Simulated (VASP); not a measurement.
LiF, 4 atoms in the cell. Symmetry: P6_3mc, No. 186, hexagonal system. The conventional cell has a = 3.104 Å, b = 3.104 Å, c = 4.440 Å, α = 90.00°, β = 90.00°, γ = 120.00°. Li (site symmetry 3m) has 4 F at 1.74 to 1.85 Å within 2.3 Å. Within 2.3 Å of F (site symmetry 3m) lie 4 Li at 1.74 to 1.85 Å. 

```yaml
Program: VASP 6.6.1
Task: single point
Functional: LDA
Potentials_or_basis: VASP PAW LDA potentials, release 64 (Li_sv, F)
Cutoff: 520 eV
k_mesh: 9 × 9 × 6
Occupations: gaussian, width 0.05 eV
Spin: no spin polarisation
Dipole_correction: no
Further_INCAR_settings: ALGO = Normal; EDIFF = 1e-06; NBANDS = 18
```

Potentials or basis: VASP PAW LDA potentials, release 64 (Li_sv, F).

Run with:

```console
$ cat potpaw_LDA.64/Li_sv/POTCAR potpaw_LDA.64/F/POTCAR > POTCAR
$ mpirun -np 1 vasp_std > vasp.out
```

Hardware: 1 thread of Intel(R) Xeon(R) Platinum 8175M CPU @ 2.50GHz (Skylake/Cascade Lake) (shared host).

Task: Estimate the wall time of this run.

Result: It took 22 s on 1 thread of Intel(R) Xeon(R) Platinum 8175M CPU @ 2.50GHz (Skylake/Cascade Lake), with other jobs on the host, peak memory 0.14 GiB. Counts: scf iterations 12, k points 48.
